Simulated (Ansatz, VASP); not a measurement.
**Sn3Te in VASP and in Ansatz**

The input INCAR:

```
SYSTEM = Sn3Te
  PREC = Accurate
  ENCUT = 520
  EDIFF = 1E-6
  ISMEAR = -1
  SIGMA = 0.05
  LREAL = .False.
  LASPH = .True.
  NELM = 60
  ALGO = Normal
  ISIF = 2
  LWAVE = .False.
  LCHARG = .True.
  GGA = PE
  LELF = .True.
  LVHAR = .True.
  NBANDS = 32
```

The input KPOINTS:

```
regular mesh
0
Gamma
  6 6 6
  0 0 0
```

Contents of POSCAR:

```
Sn3Te
1.0
    4.8329658348      0.0000000000      0.0000000000
    0.0000000000      4.8329658348      0.0000000000
    0.0000000000      0.0000000000      4.8329658348
Te Sn
1 3
Direct
    0.0000000000      0.0000000000      0.0000000000
    0.0000000000      0.5000000000      0.5000000000
    0.5000000000      0.0000000000      0.5000000000
    0.5000000000      0.5000000000      0.0000000000
```

Contents of input.yaml:

```yaml
crystal:
  lattice:
    - [4.8329658348, 0.0, 0.0]
    - [0.0, 4.8329658348, 0.0]
    - [0.0, 0.0, 4.8329658348]
  atoms:
    - { symbol: Te, position: [0.0, 0.0, 0.0] }
    - { symbol: Sn, position: [0.0, 0.5, 0.5] }
    - { symbol: Sn, position: [0.5, 0.0, 0.5] }
    - { symbol: Sn, position: [0.5, 0.5, 0.0] }
hamiltonian:
  xc: pbe
  pseudopotentials: { kind: paw }
kpoints:
  mp_grid: { grid: [6, 6, 6] }
scf:
  occupations: { method: fermi_dirac, width: 0.05 }
output:
  forces: true
  stress: true
  eigenvalues: true
```

Alike in both runs: task single point; functional PBE; k mesh 6 × 6 × 6; occupations fermi-dirac, width 0.05 eV; no spin polarisation.

|  | VASP | Ansatz |
| --- | --- | --- |
| version | VASP 6.6.1 | Ansatz 0.2.0 |
| potentials or method | VASP PAW PBE potentials, release 64 (Te, Sn_d) | Ansatz PAW |
| plane-wave cutoff (eV) | 520 | 420 |
| valence electrons in the cell | 48 | 58 |

Ansatz gave:

```
gap on the k mesh at the Fermi level (eV) : none
pressure (GPa)                            : 1.3
```

What did VASP give for the same quantities?

gap on the k mesh at the Fermi level (eV): none; pressure (GPa): 1.2.

A gap of «none» marks a metal or a gap that the smearing closes. The functional is the same, so the differences come from potentials, cutoffs and numerics. VASP's potentials hold 48 valence electrons a cell and Ansatz's 58, so a difference there can come from the potentials and not from the codes.

Spin-orbit coupling is off throughout.
